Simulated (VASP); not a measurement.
## AlN: single point with r2SCAN

The system is AlN.

```
Al N
1.0
     0.00000    2.01887    1.99202
     2.01887    0.00000    1.99202
     2.01887    2.01887    0.00000
Al N
1 1
Direct
  0.00000 0.00000 0.00000
  0.50000 0.50000 0.50000
```

This cell differs from its parent crystal: uniaxial z strain -1.3%.

```json
{
 "Program": "VASP 6.6.1",
 "Task": "single point",
 "Functional": "r2SCAN",
 "Potentials or basis": "VASP PAW PBE potentials, release 64 (Al, N)",
 "Cutoff": "520 eV",
 "k mesh": "10 × 10 × 10",
 "Occupations": "gaussian, width 0.01 eV",
 "Spin": "no spin polarisation",
 "Dipole correction": "no",
 "Further INCAR settings": "ALGO = Normal; EDIFF = 1e-06; NBANDS = 11"
}
```

```yaml
Pressure: 3.1 GPa
Band_gap_on_the_k_mesh: 5.55 eV, indirect (least direct gap 6.75 eV)
```

Stress tensor (GPa, compression positive):
```
1.62 0.00 0.00
0.00 1.62 0.00
0.00 0.00 5.95
```

Levels at points of the mesh, in eV from the valence-band top:
| k point | band 2 | band 3 | band 4 | band 5 | band 6 | band 7 |
| --- | --- | --- | --- | --- | --- | --- |
| (0.00, 0.00, 0.00) | -0.10 | 0.00 | 0.00 | 6.75 | 12.88 | 12.88 |
| (0.50, 0.00, 0.00) | -8.59 | -1.25 | -1.20 | 6.99 | 11.86 | 12.19 |
| (0.50, 0.50, 0.00) | -7.66 | -3.04 | -3.04 | 5.55 | 5.83 | 15.68 |
| (0.50, 0.00, 0.50) | -7.72 | -3.03 | -2.85 | 5.68 | 5.96 | 15.51 |

Run time: 87 s on 1 thread of Intel Xeon 8259CL (shared host), peak memory 0.15 GiB.

Caveat: the cell differs from its parent crystal (uniaxial z strain -1.3%); the PAW data sets were made with another functional, which shifts forces and pressure a little. A k mesh can miss the band edges.
